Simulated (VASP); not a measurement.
Here is a VASP 6.6.1 calculation.

File INCAR:

```
SYSTEM = NaH
  ALGO = Normal
  EDIFF = 1E-7
  ENCUT = 520
  GGA = PE
  ISIF = 2
  ISMEAR = 0
  LASPH = .TRUE.
  LCHARG = .FALSE.
  LREAL = .FALSE.
  LWAVE = .FALSE.
  NBANDS = 11
  NELM = 80
  PREC = Accurate
  SIGMA = 0.05
```

KPOINTS

```
k-points
0
G
  8 8 8
  0 0 0
```

The input POSCAR:

```
NaH
1.0
    0.0000000000      2.3180000000      2.5620000000
    2.3180000000      0.0000000000      2.5620000000
    2.3180000000      2.3180000000      0.0000000000
Na H
1 1
Direct
    0.0000000000      0.0000000000      0.0000000000
    0.5000000000      0.5000000000      0.5000000000
```

Potentials or basis: VASP PAW PBE potentials, release 64 (Na_pv, H).

The run is started by

```sh
$ cat potpaw_PBE.64/Na_pv/POTCAR potpaw_PBE.64/H/POTCAR > POTCAR
$ mpirun -np 1 vasp_std > vasp.out
```

Predict the band gap on the k mesh.

3.74 eV, indirect (least direct gap 4.51 eV).

Predict the pressure.

0.9 GPa.

Stress tensor (GPa, compression positive):
```
 2.03  0.00  0.00
 0.00  2.03  0.00
 0.00  0.00 -1.22
```

Caveat: the cell differs from its parent crystal (strain -0.050 along x and y, +0.050 along z). A k mesh can miss the band edges.
